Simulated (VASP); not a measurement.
Wanted: the native input for a VASP 6.6.1 run.

- Task: single point
- Functional: r2SCAN
- Potentials or basis: VASP PAW PBE potentials, release 64 (K_sv, F)
- Cutoff: 520 eV
- k mesh: 8 × 8 × 8
- Occupations: gaussian, width 0.01 eV
- Spin: no spin polarisation
- Dipole correction: no
- Further INCAR settings: ALGO = Normal; EDIFF = 1e-07; NBANDS = 15

Crystal: KF.

```
K F
1.0
     0.00000    2.93540    2.99411
     2.93540    0.00000    2.99411
     2.93540    2.93540    0.00000
K F
1 1
Direct
  0.00000 0.00000 0.00000
  0.25000 0.25000 0.25000
```

This cell differs from its parent crystal: uniaxial z strain +2.0%.

The input as run:

POSCAR

```
KF
1.0
    0.0000000000      2.9354014086      2.9941094368
    2.9354014086      0.0000000000      2.9941094368
    2.9354014086      2.9354014086      0.0000000000
K F
1 1
Direct
    0.0000000000      0.0000000000      0.0000000000
    0.2500000000      0.2500000000      0.2500000000
```

INCAR.step1

```
  ALGO = Normal
  EDIFF = 1E-4
  ENCUT = 520
  GGA = PE
  ISMEAR = 0
  LASPH = T
  LCHARG = F
  LREAL = F
  LWAVE = T
  NBANDS = 15
  NELM = 60
  PREC = Accurate
  SIGMA = 0.01
```

INCAR.step2

```
  ALGO = Normal
  EDIFF = 1E-7
  ENCUT = 520
  ISIF = 2
  ISMEAR = 0
  ISTART = 1
  LASPH = T
  LCHARG = F
  LMIXTAU = T
  LREAL = F
  LWAVE = F
  METAGGA = R2SCAN
  NBANDS = 15
  NELM = 60
  PREC = Accurate
  SIGMA = 0.01
```

KPOINTS

```
k-points
0
Gamma
  8 8 8
```

Potentials or basis: VASP PAW PBE potentials, release 64 (K_sv, F).

Launch:

```bash
$ cat potpaw_PBE.64/K_sv/POTCAR potpaw_PBE.64/F/POTCAR > POTCAR
$ cp INCAR.step1 INCAR
$ mpirun -np 1 vasp_std > vasp.out
$ cp INCAR.step2 INCAR
$ mpirun -np 1 vasp_std > vasp.out
```

It gave:

```
Pressure               : -0.4 GPa
Band gap on the k mesh : 5.69 eV, indirect (least direct gap 5.88 eV)
```

Caveat: the cell differs from its parent crystal (uniaxial z strain +2.0%); the PAW data sets were made with another functional, which shifts forces and pressure a little.

It took 3.3 min on 1 thread of AMD EPYC 7R43 64-Core Processor (Zen 3), on a shared host, peak memory 0.18 GiB.
